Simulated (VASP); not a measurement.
# TaN (P-6m2) in VASP: notebook

TaN is run at these levels: PBE+U, PBE; tasks: relaxation of cell and atoms, single point.

Program: VASP 6.6.1. These are calculated values, not measurements. Logs are shortened: lines on timing, memory, paths and dates and some standing lists are left out, and cuts for length are marked.

## 1. The cell of the first run

It takes space group P-6m2 (No. 187, hexagonal). The conventional cell has a = 2.938 Å, b = 2.938 Å, c = 2.883 Å, α = 90.00°, β = 90.00°, γ = 120.00°. Within 2.9 Å of Ta (site symmetry -6m2) lie 6 N at 2.23 Å and 2 Ta at 2.88 Å. N (site symmetry -6m2) has 6 Ta at 2.23 Å and 2 N at 2.88 Å within 2.9 Å.

## 2. Relaxation of cell and atoms, PBE+U

File INCAR:

```
PREC = Accurate
ENCUT = 600
EDIFF = 1E-7
ISMEAR = -1
SIGMA = 0.05
LREAL = False
LASPH = True
NELM = 200
ALGO = Normal
ISIF = 3
LWAVE = False
LCHARG = False
LMAXMIX = 4
LDAU = True
LDAUTYPE = 2
LDAUL = 2 -1
LDAUU = 6 0
LDAUJ = 0 0
LDAUPRINT = 1
GGA = PE
IBRION = 2
NSW = 60
EDIFFG = -0.01
GGA_COMPAT = False
NELMIN = 4
```

File KPOINTS:

```
regular mesh
0
Gamma
  10 10 9
```

File POSCAR:

```
TaN
1.0
    2.9380011100      0.0000000000      0.0000000000
   -1.4690005500      2.5443836000      0.0000000000
    0.0000000000      0.0000000000      2.8830022100
Ta N
1 1
Direct
    0.3333333333      0.6666666667      0.5000000000
    0.0000000000      0.0000000000      0.0000000000
```

Potentials or basis: VASP PAW PBE potentials, release 64 (Ta_sv_GW, N).

Run with:

```bash
$ cat potpaw_PBE.64/Ta_sv_GW/POTCAR potpaw_PBE.64/N/POTCAR > POTCAR
$ mpirun -np 1 vasp_std > vasp.out
```

OUTCAR:

```text
PREC = Accurate
   ENCUT = 600
   EDIFF = 1E-7
   ISMEAR = -1
   LREAL = False
   LASPH = True
   NELM = 200
   ISIF = 3
   GGA = PE
   IBRION = 2
   NSW = 60
   EDIFFG = -0.01
   NELMIN = 4

 ion  position               nearest neighbor table
   1  0.333  0.667  0.500-   2 2.23   2 2.23   2 2.23   2 2.23   2 2.23   2 2.23
   2  0.000  0.000  0.000-   1 2.23   1 2.23   1 2.23   1 2.23   1 2.23   1 2.23

  LATTYP: Found a hexagonal cell.
 ALAT       =     2.9380011100
 C/A-ratio  =     0.9812801636

  Lattice vectors:

 A1 = (   2.9380011100,   0.0000000000,   0.0000000000)
 A2 = (  -1.4690005500,   2.5443836000,   0.0000000000)
 A3 = (   0.0000000000,   0.0000000000,   2.8830022100)

Analysis of symmetry for initial positions (statically):
=====================================================================
 Subroutine PRICEL returns:
 Original cell was already a primitive cell.

 Routine SETGRP: Setting up the symmetry group for a
 hexagonal supercell.

 Subroutine GETGRP returns: Found 12 space group operations
 (whereof 12 operations were pure point group operations)
 out of a pool of 24 trial point group operations.

The static configuration has the point symmetry D_3h.

Analysis of symmetry for dynamics (positions and initial velocities):
=====================================================================
 Subroutine PRICEL returns:
 Original cell was already a primitive cell.

 Routine SETGRP: Setting up the symmetry group for a
 hexagonal supercell.

 Subroutine GETGRP returns: Found 12 space group operations
 (whereof 12 operations were pure point group operations)
 out of a pool of 24 trial point group operations.

The dynamic configuration has the point symmetry D_3h.

 Subroutine INISYM returns: Found 12 space group operations
 (whereof 12 operations are pure point group operations),
 and found     1 'primitive' translations

----------------------------------------------------------------------------------------

                                     Primitive cell

  volume of cell :      21.5516

  direct lattice vectors                    reciprocal lattice vectors
     2.938001110  0.000000000  0.000000000     0.340367468  0.196511249  0.000000000
    -1.469000550  2.544383600  0.000000000     0.000000000  0.393022499  0.000000000
     0.000000000  0.000000000  2.883002210     0.000000000  0.000000000  0.346860643

  length of vectors
     2.938001110  2.938001110  2.883002210     0.393022499  0.393022499  0.346860643

  position of ions in fractional coordinates (direct lattice)
     0.333333333  0.666666667  0.500000000
     0.000000000  0.000000000  0.000000000

  ion indices of the primitive-cell ions
   primitive index   ion index
                 1           1
                 2           2

----------------------------------------------------------------------------------------

 KPOINTS: regular mesh

Automatic generation of k-mesh.
 Grid dimensions read from file:
 generate k-points for:   10   10    9

 Generating k-lattice:

  Cartesian coordinates                     Fractional coordinates (reciprocal lattice)
     0.034036747  0.019651125  0.000000000     0.100000000  0.000000000  0.000000000
     0.000000000  0.039302250  0.000000000     0.000000000  0.100000000  0.000000000
[... 75 lines left out ...]
   IALGO  =     38    algorithm
   IMIX   =      4    mixing-type and parameters
     AMIX     =   0.40;   BMIX     =  1.00
     AMIX_MAG =   1.60;   BMIX_MAG =  1.00
  volume/ion in A,a.u.               =      10.78        72.72
  Fermi-wavevector in a.u.,A,eV,Ry     =   1.541721  2.913430 32.339743  2.376904
  Thomas-Fermi vector in A             =   2.647627
   LORBIT       =      0    0 simple, 1 ext, 2 COOP (PROOUT), +10 PAW based schemes
 LDA+U is selected, type is set to LDAUTYPE =  2
   angular momentum for each species LDAUL =     2   -1
   U (eV)           for each species LDAUU =   6.0  0.0
   J (eV)           for each species LDAUJ =   0.0  0.0
   GGA     = PE    functional components
   LHFCALC =     F    Hartree Fock is set to
   AEXX    =    0.0000 exact exchange contribution
   IVDW    =     0    specifies the selected vdW correction
   LEPSILON=     F    determine dielectric tensor
   LRPA    =     F    only Hartree local field effects (RPA)
 conjugate gradient relaxation of ions
 non-spin polarized calculation
  energy-cutoff  :      600.00
  volume of cell :       21.55
 maximum number of plane-waves:       729
 NGX is ok and might be reduce to    24
   NGX = 11   NGY = 11   NGZ = 11

--------------------------------------- Ionic step        1  -------------------------------------------

 number of electron      17.9999999 magnetization

 Free energy of the ion-electron system (eV)
  ---------------------------------------------------
  ext. energy  EPLUGINS =         0.00000000
  ---------------------------------------------------
  free energy    TOTEN  =       -19.71111841 eV

  energy without entropy =      -19.71085075  energy(sigma->0) =      -19.71098458

------------------------ aborting loop because EDIFF is reached ----------------------------------------

  FORCE on cell =-STRESS in cart. coord.  units (eV):
  Direction    XX          YY          ZZ          XY          YZ          ZX
  --------------------------------------------------------------------------------------
  -------------------------------------------------------------------------------------
  Total        3.2347325      3.2347325      3.7019649      0.0000000      0.0000000      0.0000000
  in kB      240.4747255    240.4747260    275.2094588      0.0000005      0.0000000      0.0000000
  external PRESSURE =     252.0529701 kB  Pullay stress =       0.0000000 kB
[... 89 lines left out ...]
  FREE ENERGIE OF THE ION-ELECTRON SYSTEM (eV)
  ---------------------------------------------------
  free  energy   TOTEN  =       -19.8269431951 eV

  energy  without entropy=      -19.8266178097  energy(sigma->0) =      -19.82678050

[... ionic steps 4 to 7 ...]

--------------------------------------- Ionic step        8  -------------------------------------------

 number of electron      18.0000000 magnetization

------------------------ aborting loop because EDIFF is reached ----------------------------------------
[... 61 lines left out ...]
  FREE ENERGIE OF THE ION-ELECTRON SYSTEM (eV)
  ---------------------------------------------------
  free  energy   TOTEN  =       -19.8273998355 eV

  energy  without entropy=      -19.8270745391  energy(sigma->0) =      -19.82723719

atom =   1  type =  1  l = 2

 onsite density matrix

spin component  1

  0.2301 -0.0000 -0.0000  0.0000 -0.0000
 -0.0000  0.1460 -0.0000  0.0000 -0.0000
 -0.0000 -0.0000  0.2842  0.0000  0.0000
  0.0000  0.0000  0.0000  0.1460 -0.0000
 -0.0000 -0.0000  0.0000 -0.0000  0.2301

spin component  2

  0.2301 -0.0000 -0.0000  0.0000 -0.0000
 -0.0000  0.1460 -0.0000  0.0000 -0.0000
 -0.0000 -0.0000  0.2842  0.0000  0.0000
  0.0000  0.0000  0.0000  0.1460 -0.0000
 -0.0000 -0.0000  0.0000 -0.0000  0.2301

 occupancies and eigenvectors

  o =  0.1460  v =  0.0000  0.5330  0.0000 -0.8461  0.0000  0.0000  0.0000  0.0000  0.0000  0.0000      0.0000  0.0000  0.0000  0.0000  0.0000  0.0000  0.0000  0.0000  0.0000  0.0000
  o =  0.1460  v =  0.0000  0.0000  0.0000  0.0000  0.0000  0.0000  0.5330  0.0000 -0.8461  0.0000      0.0000  0.0000  0.0000  0.0000  0.0000  0.0000  0.0000  0.0000  0.0000  0.0000
  o =  0.1460  v =  0.0000 -0.8461 -0.0000 -0.5330 -0.0000  0.0000  0.0000  0.0000  0.0000  0.0000      0.0000  0.0000  0.0000  0.0000  0.0000  0.0000  0.0000  0.0000  0.0000  0.0000
  o =  0.1460  v =  0.0000  0.0000  0.0000  0.0000  0.0000  0.0000 -0.8461 -0.0000 -0.5330 -0.0000      0.0000  0.0000  0.0000  0.0000  0.0000  0.0000  0.0000  0.0000  0.0000  0.0000
  o =  0.2301  v =  0.0000  0.0000  0.0000  0.0000  0.0000  0.9994 -0.0000  0.0000  0.0000  0.0351      0.0000  0.0000  0.0000  0.0000  0.0000  0.0000  0.0000  0.0000  0.0000  0.0000
  o =  0.2301  v =  0.9994 -0.0000  0.0000  0.0000  0.0351  0.0000  0.0000  0.0000  0.0000  0.0000      0.0000  0.0000  0.0000  0.0000  0.0000  0.0000  0.0000  0.0000  0.0000  0.0000
  o =  0.2301  v = -0.0351 -0.0000 -0.0000  0.0000  0.9994  0.0000  0.0000  0.0000  0.0000  0.0000      0.0000  0.0000  0.0000  0.0000  0.0000  0.0000  0.0000  0.0000  0.0000  0.0000
  o =  0.2301  v =  0.0000  0.0000  0.0000  0.0000  0.0000 -0.0351 -0.0000 -0.0000  0.0000  0.9994      0.0000  0.0000  0.0000  0.0000  0.0000  0.0000  0.0000  0.0000  0.0000  0.0000
  o =  0.2842  v =  0.0000  0.0000  0.0000  0.0000  0.0000 -0.0000 -0.0000  1.0000  0.0000  0.0000      0.0000  0.0000  0.0000  0.0000  0.0000  0.0000  0.0000  0.0000  0.0000  0.0000
  o =  0.2842  v = -0.0000 -0.0000  1.0000  0.0000  0.0000  0.0000  0.0000  0.0000  0.0000  0.0000      0.0000  0.0000  0.0000  0.0000  0.0000  0.0000  0.0000  0.0000  0.0000  0.0000

--------------------------------------- Ionic step       10  -------------------------------------------

 number of electron      18.0000000 magnetization

 Free energy of the ion-electron system (eV)
  ---------------------------------------------------
  ext. energy  EPLUGINS =         0.00000000
  ---------------------------------------------------
  free energy    TOTEN  =       -19.82745499 eV

  energy without entropy =      -19.82713091  energy(sigma->0) =      -19.82729295

 E-fermi :  12.5317     XC(G=0): -13.2975

 val. band max:       12.4152524478   @ k =   0.0000   0.0000   0.4444
 cond. band min:      12.7157810528   @ k =   0.1000  -0.0000   0.4444
 fundamental gap:      0.3005286050
 Fermi energy:        12.5316817992

 k-point     1 :       0.0000    0.0000    0.0000
  band No.  band energies     occupation
      1     -57.8521      2.00000
      2     -24.0833      2.00000
      3     -23.8635      2.00000
      4     -23.8635      2.00000
      5      -5.4724      2.00000
      6       7.8592      2.00000
      7       7.8592      2.00000
      8       8.1655      2.00000
      9       8.9783      2.00000
     10      13.3165      0.00000
     11      15.5127      0.00000
     12      15.5127      0.00000
     13      16.6696      0.00000
[... 354 lines left out ...]
  band No.  band energies     occupation
      1     -57.7948      2.00000
      2     -24.5871      2.00000
      3     -24.0763      2.00000
      4     -24.0527      2.00000
      5      -3.3279      2.00000
      6       4.1787      2.00000
      7       7.0690      2.00000
      8       7.9809      2.00000
      9      10.0703      2.00000
     10      14.8517      0.00000
     11      15.7699      0.00000
     12      16.4852      0.00000
     13      17.7927      0.00000

 [... further k-points ...]
[... 5 lines left out ...]
  --------------------------------------------------------------------------------------
  -------------------------------------------------------------------------------------
  Total       -0.0004190     -0.0004190     -0.0009985     -0.0000000      0.0000000     -0.0000000
  in kB       -0.0290390     -0.0290390     -0.0691921     -0.0000000      0.0000000     -0.0000000
  external PRESSURE =      -0.0424234 kB  Pullay stress =       0.0000000 kB
[... 17 lines left out ...]
  FREE ENERGIE OF THE ION-ELECTRON SYSTEM (eV)
  ---------------------------------------------------
  free  energy   TOTEN  =       -19.8274549942 eV

  energy  without entropy=      -19.8271309088  energy(sigma->0) =      -19.82729295

 reached required accuracy - stopping structural energy minimisation
```

Wall time 64 s (1 thread of Intel Xeon 6975P-C (Granite Rapids), shared host); peak memory 0.17 GiB.

Results:

- Free energy: -19.8275 eV
- Relaxed volume: 11.56 Å³/atom
- Relaxed cell: a = 3.006 Å, b = 3.006 Å, c = 2.954 Å, α = 90.00°, β = 90.00°, γ = 120.00°
- Space group after relaxing (to 0.05 Å): P-6m2 (No. 187)
- Energy gained by relaxing: 58.2 meV/atom
- Ionic steps: 10
- Pressure after relaxing: 0.0 GPa
- Band gap on the k mesh: zero (band 9 reaches 12.74 eV, above the bottom of band 10 at 12.42 eV)

The path:
```
step  energy change (eV)  largest force (eV/Å)  pressure (GPa)  volume (Å³)
   1              0.0000                0.0000           25.21        21.55
   2              0.4302                0.0000          -36.10        27.28
   3             -0.1158                0.0000           -1.28        23.21
   4             -0.1162                0.0000           -0.07        23.12
   5             -0.1162                0.0000            0.36        23.09
   6             -0.1163                0.0000            0.28        23.10
   7             -0.1163                0.0000            0.31        23.10
   8             -0.1163                0.0000            0.31        23.10
   9             -0.1163                0.0000           -0.49        23.16
  10             -0.1163                0.0000            0.00        23.12
```

Final structure:
```yaml
crystal:
  lattice:
    - [3.00611, 0.00000, 0.00000]
    - [-1.50306, 2.60337, 0.00000]
    - [0.00000, 0.00000, 2.95429]
  atoms:
    - { symbol: Ta, position: [0.33333, 0.66667, 0.50000] }
    - { symbol: N, position: [0.00000, 0.00000, 0.00000] }
```

Eigenvalues of the final occupation matrices:
| site | spin | trace | eigenvalues |
| --- | --- | --- | --- |
| site 1 d | 1 | 1.04 | 0.15 0.15 0.23 0.23 0.28 |
| site 1 d | 2 | 1.04 | 0.15 0.15 0.23 0.23 0.28 |

Caveat: spin-orbit coupling is left out, which moves the levels of the heavy elements; U without spin polarisation on a metal has little footing.

## 3. Relaxation of cell and atoms, PBE+U

File INCAR:

```
SYSTEM = TaN
PREC = Accurate ; ENCUT = 600
EDIFF = 1E-7 ; ISMEAR = -1
SIGMA = 0.05 ; LREAL = .FALSE.
LASPH = .TRUE. ; NELM = 200
ALGO = Normal ; ISIF = 3
LWAVE = .FALSE. ; LCHARG = .FALSE.
LMAXMIX = 4 ; LDAU = .TRUE.
LDAUTYPE = 2 ; LDAUL = 2 -1
LDAUU = 2 0 ; LDAUJ = 0 0
LDAUPRINT = 1 ; GGA = PE
IBRION = 2 ; NSW = 60
EDIFFG = -0.01 ; GGA_COMPAT = .FALSE.
NELMIN = 4
```

File KPOINTS:

```
Automatic mesh
0
G
  10 10 9
  0 0 0
```

POSCAR is that of step 2.

Potentials or basis: VASP PAW PBE potentials, release 64 (Ta_sv_GW, N).

Run with:

```bash
$ cat potpaw_PBE.64/Ta_sv_GW/POTCAR potpaw_PBE.64/N/POTCAR > POTCAR
$ mpirun -np 1 vasp_std > vasp.out
```

Run time: 79 s. Hardware: 1 thread of Intel Xeon 6975P-C (Granite Rapids), shared host; peak memory 0.17 GiB.

The run converged. Its results:

| Quantity | Value |
| --- | --- |
| Free energy | -23.1894 eV |
| Relaxed volume | 11.12 Å³/atom |
| Relaxed cell | a = 2.968 Å, b = 2.968 Å, c = 2.916 Å, α = 90.00°, β = 90.00°, γ = 120.00° |
| Space group after relaxing (to 0.05 Å) | P-6m2 (No. 187) |
| Energy gained by relaxing | 11.8 meV/atom |
| Ionic steps | 9 |
| Pressure after relaxing | -0.1 GPa |
| Band gap on the k mesh | zero (band 9 reaches 12.57 eV, above the bottom of band 10 at 12.26 eV) |

The path:
| step | energy change (eV) | largest force (eV/Å) | pressure (GPa) | volume (Å³) |
| --- | --- | --- | --- | --- |
| 1 | 0.0000 | 0.0000 | 11.17 | 21.55 |
| 2 | 0.1003 | 0.0000 | -21.15 | 23.98 |
| 3 | -0.0235 | 0.0000 | -0.28 | 22.26 |
| 4 | -0.0235 | 0.0000 | 0.01 | 22.24 |
| 5 | -0.0235 | 0.0000 | 0.21 | 22.23 |
| 6 | -0.0235 | 0.0000 | 0.17 | 22.23 |
| 7 | -0.0235 | 0.0000 | 0.19 | 22.23 |
| 8 | -0.0235 | 0.0000 | -0.30 | 22.26 |
| 9 | -0.0235 | 0.0000 | -0.06 | 22.24 |

Final structure:
```
CELL_PARAMETERS angstrom
2.96793 0.00000 0.00000
-1.48396 2.57030 0.00000
0.00000 0.00000 2.91585
ATOMIC_POSITIONS crystal
Ta 0.33333 0.66667 0.50000
N 0.00000 0.00000 0.00000
```

Levels at points of the mesh, in eV from the Fermi level:
```csv
k point,band 6,band 7,band 8,band 9,band 10,band 11,band 12,band 13
"(0.00, 0.00, 0.00)",-4.59,-4.59,-4.24,-3.16,1.64,3.29,3.29,3.95
"(0.50, 0.00, 0.00)",-8.39,-5.17,-3.49,-3.37,2.99,3.71,4.95,5.03
```

Eigenvalues of the final occupation matrices:
| site | spin | trace | eigenvalues |
| --- | --- | --- | --- |
| site 1 d | 1 | 1.15 | 0.17 0.17 0.25 0.25 0.30 |
| site 1 d | 2 | 1.15 | 0.17 0.17 0.25 0.25 0.30 |

Caveat: spin-orbit coupling is left out, which moves the levels of the heavy elements; U without spin polarisation on a metal has little footing. PBE usually gives volumes a little too large and moduli too small.

## 4. Single point, PBE

This run uses another cell than the first one, of 10.13 Å³/atom, 0.940 times its volume.

File INCAR:

```
SYSTEM = TaN
ALGO     = Normal         ! electronic algorithm
EDIFF    = 1E-6           ! SCF threshold, eV
ENCUT    = 600            ! plane-wave cutoff, eV
GGA      = PE             ! functional
GGA_COMPAT= .FALSE.      
ISIF     = 2              ! what is computed and relaxed
ISMEAR   = -1             ! smearing method
LASPH    = .TRUE.         ! aspherical terms in the spheres
LCHARG   = .FALSE.        ! write CHGCAR
LREAL    = .FALSE.        ! projectors in reciprocal space
LWAVE    = .FALSE.        ! write WAVECAR
NBANDS   = 15             ! bands
NELM     = 120            ! most SCF steps
PREC     = Accurate       ! precision mode
SIGMA    = 0.05           ! smearing width, eV
```

File KPOINTS:

```
k-points
0
G
  10 10 9
  0 0 0
```

File POSCAR:

```
TaN
1.0
    2.8780250747      0.0000000000      0.0000000000
   -1.4390125325      2.4924428298      0.0000000000
    0.0000000000      0.0000000000      2.8241489163
Ta N
1 1
Direct
    0.3333333333      0.6666666667      0.5000000000
    0.0000000000      0.0000000000      0.0000000000
```

Potentials or basis: VASP PAW PBE potentials, release 64 (Ta_pv, N).

Run with:

```bash
$ cat potpaw_PBE.64/Ta_pv/POTCAR potpaw_PBE.64/N/POTCAR > POTCAR
$ mpirun -np 1 vasp_std > vasp.out
```

It took 13 s on 1 thread of AMD EPYC 9R45 (Zen 5), shared host; peak memory 0.13 GiB.

The run converged. Its results:

```
Free energy            : -22.3006 eV
Pressure               : 30.9 GPa
Band gap on the k mesh : zero (band 8 reaches 9.15 eV, above the bottom of band 9 at 8.84 eV)
```

Stress tensor (GPa, compression positive):
```
29.49  0.00  0.00
 0.00 29.49  0.00
 0.00  0.00 33.71
```

Levels at points of the mesh, in eV from the Fermi level:
| k point | band 4 | band 5 | band 6 | band 7 | band 8 | band 9 | band 10 | band 11 | band 12 | band 13 |
| --- | --- | --- | --- | --- | --- | --- | --- | --- | --- | --- |
| (0.00, 0.00, 0.00) | -18.32 | -4.91 | -4.91 | -4.56 | -3.06 | 2.62 | 3.82 | 3.82 | 4.31 | 4.31 |
| (0.50, 0.00, 0.00) | -15.79 | -8.69 | -5.57 | -3.80 | -3.36 | 3.21 | 4.34 | 5.53 | 5.71 | 8.00 |

Caveat: spin-orbit coupling is left out, which moves the levels of the heavy elements.

## 5. Single point, PBE

This run uses another cell than the first one, of 10.99 Å³/atom, 1.020 times its volume.

File INCAR:

```
PREC = Accurate
ENCUT = 600
EDIFF = 1E-6
ISMEAR = -1
SIGMA = 0.05
LREAL = False
LASPH = True
NELM = 120
ALGO = Normal
ISIF = 2
LWAVE = False
LCHARG = False
GGA = PE
NBANDS = 15
GGA_COMPAT = False
```

File KPOINTS:

```
Automatic mesh
0
Gamma
  10 10 9
```

File POSCAR:

```
TaN
1.0
    2.9574586380      0.0000000000      0.0000000000
   -1.4787293140      2.5612343136      0.0000000000
    0.0000000000      0.0000000000      2.9020954963
Ta N
1 1
Direct
    0.3333333333      0.6666666667      0.5000000000
    0.0000000000      0.0000000000      0.0000000000
```

Run with:

```bash
$ cat potpaw_PBE.64/Ta_pv/POTCAR potpaw_PBE.64/N/POTCAR > POTCAR
$ mpirun -np 1 vasp_std > vasp.out
```

Run time: 13 s. Hardware: 1 thread of AMD EPYC 9R45 (Zen 5), shared host; peak memory 0.13 GiB.

The run converged. Its results:

```
Free energy            : -22.4486 eV
Pressure               : -1.6 GPa
Band gap on the k mesh : zero (band 8 reaches 8.28 eV, above the bottom of band 9 at 7.99 eV)
```

Stress tensor (GPa, compression positive):
```
-1.74  0.00  0.00
 0.00 -1.74  0.00
 0.00  0.00 -1.31
```

Levels at points of the mesh, in eV from the Fermi level:
| k point | band 4 | band 5 | band 6 | band 7 | band 8 | band 9 | band 10 | band 11 | band 12 | band 13 |
| --- | --- | --- | --- | --- | --- | --- | --- | --- | --- | --- |
| (0.00, 0.00, 0.00) | -17.69 | -4.54 | -4.54 | -4.18 | -2.96 | 2.00 | 3.43 | 3.43 | 3.83 | 3.83 |
| (0.50, 0.00, 0.00) | -15.48 | -8.23 | -5.15 | -3.46 | -3.21 | 2.87 | 3.84 | 5.04 | 5.09 | 7.18 |

Caveat: spin-orbit coupling is left out, which moves the levels of the heavy elements.

(Continued in part 2 of 2.)
